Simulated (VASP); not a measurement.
Crystal: BN.

```
CELL_PARAMETERS angstrom
2.76207 0.00000 0.00000
-1.38104 2.15498 0.00000
0.00000 0.00000 5.78079
ATOMIC_POSITIONS crystal
B 0.33333 0.66667 0.25000
B 0.66667 0.33333 0.75000
N 0.33333 0.66667 0.75000
N 0.66667 0.33333 0.25000
```

This cell differs from its parent crystal: normal strain along x +0.1100, normal strain along z -0.1100.

| Item | Value |
| --- | --- |
| Program | VASP 6.6.1 |
| Task | relaxation of the atoms |
| Functional | LDA |
| Potentials or basis | VASP PAW LDA potentials, release 64 (B, N) |
| Cutoff | 520 eV |
| k mesh | 12 × 12 × 4 |
| Occupations | gaussian, width 0.05 eV |
| Spin | no spin polarisation |

At the start: pressure -30.3 GPa; volume 8.60 Å³/atom.

Task: How do energy, volume and symmetry change on relaxing?

Result: Over 11 steps the energy falls by 4.6 meV/atom at a fixed cell; space group Cmcm (No. 63, to 0.1 Å) before and after.

Step by step:
```csv
step,energy change (eV),largest force (eV/Å),pressure (GPa)
1,0.0000,0.6726,-30.25
2,0.0438,1.3088,-32.79
3,-0.0115,0.0421,-31.28
4,-0.0115,0.0545,-31.30
5,-0.0118,0.0552,-31.30
6,-0.0125,0.0550,-31.30
7,-0.0139,0.0547,-31.31
8,-0.0161,0.0528,-31.33
9,-0.0185,0.0485,-31.35
10,-0.0032,0.7420,-30.06
11,-0.0185,0.0097,-31.27
```

Final structure:
```cif
data_structure
_symmetry_space_group_name_H-M 'P 1'
_symmetry_Int_Tables_number 1
_cell_length_a 2.7621
_cell_length_b 2.5595
_cell_length_c 5.7808
_cell_angle_alpha 90.000
_cell_angle_beta 90.000
_cell_angle_gamma 122.654
_cell_volume 34.41
loop_
_atom_site_label
_atom_site_type_symbol
_atom_site_fract_x
_atom_site_fract_y
_atom_site_fract_z
_atom_site_occupancy
B1 B 0.34959 0.69918 0.25000 1
B2 B 0.65041 0.30082 0.75000 1
N1 N 0.31308 0.62617 0.75000 1
N2 N 0.68692 0.37383 0.25000 1
```

Caveat: the cell differs from its parent crystal (normal strain along x +0.1100, normal strain along z -0.1100).
